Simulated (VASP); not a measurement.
The system is AgI.

```
Ag I
1.0
     4.65129    0.00000    0.00000
    -2.32565    4.02814    0.00000
     0.00000    0.00000    7.59785
Ag I
2 2
Cartesian
  0.0000 2.6854 0.0182
  2.3256 1.3427 3.8172
  0.0000 2.6854 2.8682
  2.3256 1.3427 6.6671
```

Base run:

* Program: VASP 6.6.1
* Functional: LDA
* Potentials or basis: VASP PAW LDA potentials, release 64 (Ag, I)
* Cutoff: 500 eV
* k mesh: 6 × 6 × 4
* Occupations: gaussian, width 0.01 eV
* Spin: no spin polarisation

Its results: band gap on the k mesh 1.12 eV; pressure -3.3 GPa.

Q: The run is repeated on the same cell with these changes: functional from LDA to r2SCAN; potentials or basis from VASP PAW LDA potentials, release 64 (Ag, I) to VASP PAW PBE potentials, release 64 (Ag, I); cutoff from 500 eV to 550 eV. What comes out?

A: Band gap on the k mesh 1.83 eV; pressure -0.1 GPa.

Caveats: spin-orbit coupling is left out, which moves the levels of the heavy elements; the cell stands under tension (at least some runs); the PAW data sets were made with another functional, which shifts forces and pressure a little (at least some runs).

